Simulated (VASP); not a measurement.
A run of VASP 6.6.1 is set up as follows.

Contents of INCAR:

```
SYSTEM = Ti3Al
ALGO = Fast
EDIFF = 1E-6
ENCUT = 520
GGA = CA
ISIF = 2
ISMEAR = 0
LASPH = .True.
LCHARG = .False.
LREAL = .False.
LWAVE = .False.
NBANDS = 28
NELM = 100
PREC = Accurate
SIGMA = 0.15
```

KPOINTS

```
k-points
0
Gamma
  18 18 6
  0 0 0
```

The input POSCAR:

```
Ti3Al
1.0
    2.8609400878      0.0000000000      0.0000000000
   -1.4304700439      2.4776467948      0.0000000000
    0.0000000000      0.0000000000      9.0513401320
Ti Al
3 1
Direct
    0.6666666667      0.3333333333      0.0000000000
    0.3333333333      0.6666666667      0.7515223655
    0.3333333333      0.6666666667      0.2484776345
    0.6666666667      0.3333333333      0.5000000000
```

Potentials or basis: VASP PAW LDA potentials, release 64 (Ti_sv, Al).

Command:

```console
$ cat potpaw_LDA.64/Ti_sv/POTCAR potpaw_LDA.64/Al/POTCAR > POTCAR
$ mpirun -np 1 vasp_std > vasp.out
```

(1) Estimate the pressure.

(2) Estimate the band gap on the k mesh.

Results:

(1) -0.1 GPa.

(2) zero (an odd number of electrons rules out a gap without spin polarisation).
